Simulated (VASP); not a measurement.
# GaP (F-43m) in VASP: further runs

Runs on GaP. Level: r2SCAN. Tasks: relaxation of the atoms.

Program: VASP 6.6.1. These are calculated values, not measurements. Logs are shortened: lines on timing, memory, paths and dates and some standing lists are left out, and cuts for length are marked.

**The experiment to reproduce.**

“Stacking defects in GaP nanowires: Electronic structure and optical properties”, 2018, arxiv:1810.01194 quotes, for a bulk crystal of GaP at 10 K: band gap 2.34 eV (indirect).

How close the calculation comes is told below.

### 1 The cell of the first run

The structure is cubic, space group F-43m (No. 216). Conventional cell: a = 5.415 Å, b = 5.415 Å, c = 5.415 Å, α = 90.00°, β = 90.00°, γ = 90.00°. Within 3.1 Å of Ga (site symmetry -43m) lie 4 P at 2.34 Å. P (site symmetry -43m) has 4 Ga at 2.34 Å within 3.1 Å.

### 2 Relaxation of the atoms, r2SCAN

POSCAR reads:

```
GaP
1.0
    0.0000000000      2.7074210500      2.7074210500
    2.7074210500      0.0000000000      2.7074210500
    2.7074210500      2.7074210500      0.0000000000
Ga P
1 1
Direct
    0.0000000000      0.0000000000      0.0000000000
    0.2500000000      0.2500000000      0.2500000000
```

INCAR.step1 reads:

```
PREC = Accurate
ENCUT = 520
ISMEAR = -1
SIGMA = 0.02
LREAL = False
LASPH = True
NELM = 60
GGA = PE
ALGO = Normal
EDIFF = 1E-4
LWAVE = True
LCHARG = False
```

INCAR.step2 reads:

```
PREC = Accurate
ENCUT = 520
EDIFF = 1E-6
ISMEAR = -1
SIGMA = 0.02
LREAL = False
LASPH = True
NELM = 60
ALGO = Normal
ISIF = 2
LWAVE = False
LCHARG = False
METAGGA = R2SCAN
LMIXTAU = True
IBRION = 2
NSW = 50
EDIFFG = -0.01
ISTART = 1
```

KPOINTS reads:

```
regular mesh
0
Gamma
  10 10 10
```

Potentials or basis: VASP PAW PBE potentials, release 64 (Ga_d, P).

Run with:

```sh
$ cat potpaw_PBE.64/Ga_d/POTCAR potpaw_PBE.64/P/POTCAR > POTCAR
$ cp INCAR.step1 INCAR
$ mpirun -np 1 vasp_std > vasp.out
$ cp INCAR.step2 INCAR
$ mpirun -np 1 vasp_std > vasp.out
```

OUTCAR:

```text
PREC = Accurate
   ENCUT = 520
   EDIFF = 1E-6
   ISMEAR = -1
   LREAL = False
   LASPH = True
   NELM = 60
   ISIF = 2
   METAGGA = R2SCAN
   IBRION = 2
   NSW = 50
   EDIFFG = -0.01
   ISTART = 1

 ion  position               nearest neighbor table
   1  0.000  0.000  0.000-   2 2.34   2 2.34   2 2.34   2 2.34
   2  0.250  0.250  0.250-   1 2.34   1 2.34   1 2.34   1 2.34

  LATTYP: Found a face centered cubic cell.
 ALAT       =     5.4148421000

  Lattice vectors:

 A1 = (   0.0000000000,   2.7074210500,   2.7074210500)
 A2 = (   2.7074210500,   0.0000000000,   2.7074210500)
 A3 = (   2.7074210500,   2.7074210500,   0.0000000000)

Analysis of symmetry for initial positions (statically):
=====================================================================
 Subroutine PRICEL returns:
 Original cell was already a primitive cell.

 Routine SETGRP: Setting up the symmetry group for a
 face centered cubic supercell.

 Subroutine GETGRP returns: Found 24 space group operations
 (whereof 24 operations were pure point group operations)
 out of a pool of 48 trial point group operations.

The static configuration has the point symmetry T_d .

Analysis of symmetry for dynamics (positions and initial velocities):
=====================================================================
 Subroutine PRICEL returns:
 Original cell was already a primitive cell.

 Routine SETGRP: Setting up the symmetry group for a
 face centered cubic supercell.

 Subroutine GETGRP returns: Found 24 space group operations
 (whereof 24 operations were pure point group operations)
 out of a pool of 48 trial point group operations.

The dynamic configuration has the point symmetry T_d .

 Subroutine INISYM returns: Found 24 space group operations
 (whereof 24 operations are pure point group operations),
 and found     1 'primitive' translations

----------------------------------------------------------------------------------------

                                     Primitive cell

  volume of cell :      39.6915

  direct lattice vectors                    reciprocal lattice vectors
     0.000000000  2.707421050  2.707421050    -0.184677592  0.184677592  0.184677592
     2.707421050  0.000000000  2.707421050     0.184677592 -0.184677592  0.184677592
     2.707421050  2.707421050  0.000000000     0.184677592  0.184677592 -0.184677592

  length of vectors
     3.828871568  3.828871568  3.828871568     0.319870972  0.319870972  0.319870972

  position of ions in fractional coordinates (direct lattice)
     0.000000000  0.000000000  0.000000000
     0.250000000  0.250000000  0.250000000

  ion indices of the primitive-cell ions
   primitive index   ion index
                 1           1
                 2           2

----------------------------------------------------------------------------------------

 KPOINTS: regular mesh

Automatic generation of k-mesh.
 Grid dimensions read from file:
 generate k-points for:   10   10   10

 Generating k-lattice:

  Cartesian coordinates                     Fractional coordinates (reciprocal lattice)
    -0.018467759  0.018467759  0.018467759     0.100000000  0.000000000  0.000000000
     0.018467759 -0.018467759  0.018467759     0.000000000  0.100000000  0.000000000
     0.018467759  0.018467759 -0.018467759     0.000000000  0.000000000  0.100000000

  Length of vectors
     0.031987097  0.031987097  0.031987097

  Shift w.r.t. Gamma in fractional coordinates (k-lattice)
     0.000000000  0.000000000  0.000000000

 Subroutine IBZKPT returns following result:
 ===========================================

 Found     47 irreducible k-points:

 Following reciprocal coordinates:
            Coordinates               Weight
  0.000000  0.000000  0.000000      1.000000
  0.100000  0.000000  0.000000      8.000000
  0.200000  0.000000  0.000000      8.000000
  0.300000  0.000000  0.000000      8.000000
  0.400000  0.000000  0.000000      8.000000
  0.500000  0.000000  0.000000      4.000000
[... 16 lines left out ...]
  0.300000  0.300000  0.000000      6.000000
  0.400000  0.300000  0.000000     24.000000
 [... further k-points ...]
   k-points           NKPTS =     47   k-points in BZ     NKDIM =     47   number of bands    NBANDS=     13
   number of dos      NEDOS =    301   number of ions     NIONS =      2
   total plane-waves  NPLWV =  21952
   dimension x,y,z NGX =    28 NGY =   28 NGZ =   28
   dimension x,y,z NGXF=    56 NGYF=   56 NGZF=   56
   ions per type =               1   1
   NGX,Y,Z   is equivalent  to a cutoff of  12.16, 12.16, 12.16 a.u.
   NGXF,Y,Z  is equivalent  to a cutoff of  24.31, 24.31, 24.31 a.u.
 SYSTEM =  unknown system
   PREC   = accura    normal or accurate (medium, high low for compatibility)
   ISTART =      1    job   : 0-new  1-cont  2-samecut
   ICHARG =      0    charge: 1-file 2-atom 10-const
   ISPIN  =      1    spin polarized calculation?
   LNONCOLLINEAR =      F non collinear calculations
   LSORBIT =      F    spin-orbit coupling
   LASPH  =      T    aspherical Exc in radial PAW
   ENCUT  =  520.0 eV  38.22 Ry    6.18 a.u.   7.12  7.12  7.12*2*pi/ulx,y,z
   NELM   =     60;   NELMIN=  2; NELMDL=  0     # of ELM steps
   EDIFF  = 0.1E-05   stopping-criterion for ELM
   LREAL  =      F    real-space projection
   EDIFFG = -.1E-01   stopping-criterion for IOM
   NSW    =     50    number of steps for IOM
   IBRION =      2    ionic relax: 0-MD 1-quasi-New 2-CG
   NFREE  =      1    steps in history (QN), initial steepest desc. (CG)
   ISIF   =      2    stress and relaxation
   ISYM   =      2    0-nonsym 1-usesym 2-fastsym
   POTIM  = 0.5000    time-step for ionic-motion
   TEBEG  =    0.0;   TEEND  =   0.0 temperature during run
   PSTRESS=    0.0 pullay stress
   NELECT =      18.0000    total number of electrons
   NUPDOWN=      -1.0000    fix difference up-down
   EMIN   =  10.00;   EMAX   =-10.00  energy-range for DOS
   EFERMI =   0.00;   METHOD = LEGACY
   ISMEAR =    -1;   SIGMA  =   0.02  broadening in eV -4-tet -1-fermi 0-gaus
   EFERMI_NEDOS =   21; number of points for ismear=-14 and -15
   IALGO  =     38    algorithm
   IMIX   =      4    mixing-type and parameters
     AMIX     =   0.40;   BMIX     =  1.00
     AMIX_MAG =   1.60;   BMIX_MAG =  1.00
  volume/ion in A,a.u.               =      19.85       133.93
  Fermi-wavevector in a.u.,A,eV,Ry     =   1.257766  2.376833 21.524082  1.581975
  Thomas-Fermi vector in A             =   2.391409
   LORBIT       =      0    0 simple, 1 ext, 2 COOP (PROOUT), +10 PAW based schemes
   METAGGA = R2SCAN    functional components
   LHFCALC =     F    Hartree Fock is set to
   AEXX    =    0.0000 exact exchange contribution
   IVDW    =     0    specifies the selected vdW correction
   LEPSILON=     F    determine dielectric tensor
   LRPA    =     F    only Hartree local field effects (RPA)
 conjugate gradient relaxation of ions
 non-spin polarized calculation
  energy-cutoff  :      520.00
  volume of cell :       39.69
 maximum number of plane-waves:      1090
   NGX = 15   NGY = 15   NGZ = 15

 number of electron      18.0000008 magnetization

 Free energy of the ion-electron system (eV)
  ---------------------------------------------------
  ext. energy  EPLUGINS =         0.00000000
  ---------------------------------------------------
  free energy    TOTEN  =       -21.46013208 eV

  energy without entropy =      -21.46013208  energy(sigma->0) =      -21.46013208

 E-fermi :   5.0885     XC(G=0): -10.6459

 val. band max:        4.6659917087   @ k =   0.0000   0.0000   0.0000
 cond. band min:       6.4976315912   @ k =   0.4000   0.4000   0.0000
 fundamental gap:      1.8316398825
 Fermi energy:         5.0884769535

 k-point     1 :       0.0000    0.0000    0.0000
  band No.  band energies     occupation
      1     -10.3565      2.00000
      2     -10.3565      2.00000
      3     -10.3565      2.00000
      4     -10.2358      2.00000
      5     -10.2358      2.00000
      6      -8.5106      2.00000
      7       4.6660      2.00000
      8       4.6660      2.00000
      9       4.6660      2.00000
     10       7.1843      0.00000
     11       8.8506      0.00000
     12       8.8507      0.00000
     13       8.8507      0.00000

 k-point     2 :       0.1000    0.0000    0.0000
  band No.  band energies     occupation
      1     -10.3685      2.00000
      2     -10.3530      2.00000
      3     -10.3529      2.00000
      4     -10.2359      2.00000
      5     -10.2359      2.00000
      6      -8.3693      2.00000
      7       3.4957      2.00000
      8       4.5007      2.00000
      9       4.5008      2.00000
     10       7.6464      0.00000
     11       9.1053      0.00000
     12       9.1054      0.00000
     13       9.2732      0.00000

 k-point     3 :       0.2000    0.0000    0.0000
  band No.  band energies     occupation
      1     -10.3967      2.00000
      2     -10.3443      2.00000
      3     -10.3443      2.00000
      4     -10.2353      2.00000
      5     -10.2353      2.00000
      6      -7.9617      2.00000
      7       1.5916      2.00000
      8       4.1419      2.00000
      9       4.1419      2.00000
     10       7.4669      0.00000
     11       9.5962      0.00000
     12       9.5962      0.00000
     13      10.7950      0.00000
[... 305 lines left out ...]
 k-point    23 :       0.3000    0.3000    0.0000
  band No.  band energies     occupation
      1     -10.4582      2.00000
      2     -10.3084      2.00000
      3     -10.3084      2.00000
      4     -10.2610      2.00000
      5     -10.2195      2.00000
      6      -6.9401      2.00000
      7       0.0350      2.00000
      8       2.4953      2.00000
      9       2.4953      2.00000
     10       6.8090      0.00000
     11       8.2791      0.00000
     12      12.8747      0.00000
     13      12.8748      0.00000

 k-point    24 :       0.4000    0.3000    0.0000
  band No.  band energies     occupation
      1     -10.4722      2.00000
      2     -10.3015      2.00000
      3     -10.2993      2.00000
      4     -10.2641      2.00000
      5     -10.2171      2.00000
      6      -6.3819      2.00000
      7      -0.9148      2.00000
      8       1.9064      2.00000
      9       2.2622      2.00000
     10       6.9554      0.00000
     11       8.1243      0.00000
     12      12.9220      0.00000
     13      13.3728      0.00000

 [... further k-points ...]

------------------------ aborting loop because EDIFF is reached ----------------------------------------

  FORCE on cell =-STRESS in cart. coord.  units (eV):
  Direction    XX          YY          ZZ          XY          YZ          ZX
  --------------------------------------------------------------------------------------
  -------------------------------------------------------------------------------------
  Total        0.4468121      0.4468121      0.4468121     -0.0000000     -0.0000000      0.0000000
  in kB       18.0359126     18.0359126     18.0359126     -0.0000000     -0.0000000      0.0000000
  external PRESSURE =      18.0359126 kB  Pullay stress =       0.0000000 kB

 VOLUME and BASIS-vectors are now :
 -----------------------------------------------------------------------------
  energy-cutoff  :      520.00
  volume of cell :       39.69
      direct lattice vectors                 reciprocal lattice vectors
     0.000000000  2.707421050  2.707421050    -0.184677592  0.184677592  0.184677592
     2.707421050  0.000000000  2.707421050     0.184677592 -0.184677592  0.184677592
     2.707421050  2.707421050  0.000000000     0.184677592  0.184677592 -0.184677592

 POSITION                                       TOTAL-FORCE (eV/Angst)
 -----------------------------------------------------------------------------------
      0.00000      0.00000      0.00000         0.000000      0.000000      0.000000
      1.35371      1.35371      1.35371        -0.000000     -0.000000     -0.000000
 -----------------------------------------------------------------------------------
    total drift:                               -0.000000     -0.000000     -0.000000

  FREE ENERGIE OF THE ION-ELECTRON SYSTEM (eV)
  ---------------------------------------------------
  free  energy   TOTEN  =       -21.4601320782 eV

  energy  without entropy=      -21.4601320782  energy(sigma->0) =      -21.46013208

 reached required accuracy - stopping structural energy minimisation
```

It took 48 s on 1 thread of Intel Xeon Platinum 8488C (Sapphire Rapids), shared host; peak memory 0.17 GiB.

What came out:

- Free energy: -21.4601 eV
- Pressure after relaxing: 1.8 GPa
- Band gap on the k mesh: 1.83 eV (least direct gap 2.52 eV)

Final structure:
```
Ga P
1.0
     0.00000    2.70742    2.70742
     2.70742    0.00000    2.70742
     2.70742    2.70742    0.00000
Ga P
1 1
Direct
  0.00000 0.00000 0.00000
  0.25000 0.25000 0.25000
```

Levels at points of the mesh, in eV from the valence-band top:
| k point | band 7 | band 8 | band 9 | band 10 | band 11 | band 12 |
| --- | --- | --- | --- | --- | --- | --- |
| (0.00, 0.00, 0.00) | 0.00 | 0.00 | 0.00 | 2.52 | 4.18 | 4.18 |
| (0.50, 0.00, 0.00) | -6.96 | -1.20 | -1.20 | 2.10 | 5.05 | 5.05 |
| (0.50, 0.50, 0.00) | -7.05 | -2.87 | -2.87 | 1.87 | 2.08 | 11.51 |

Caveat: the relaxation stopped at its first step, so nothing moved; the PAW data sets were made with another functional, which shifts forces and pressure a little. r2SCAN opens gaps a little over a GGA but as a rule still falls short of measured ones.

(Part 1 of 2 ends here.)
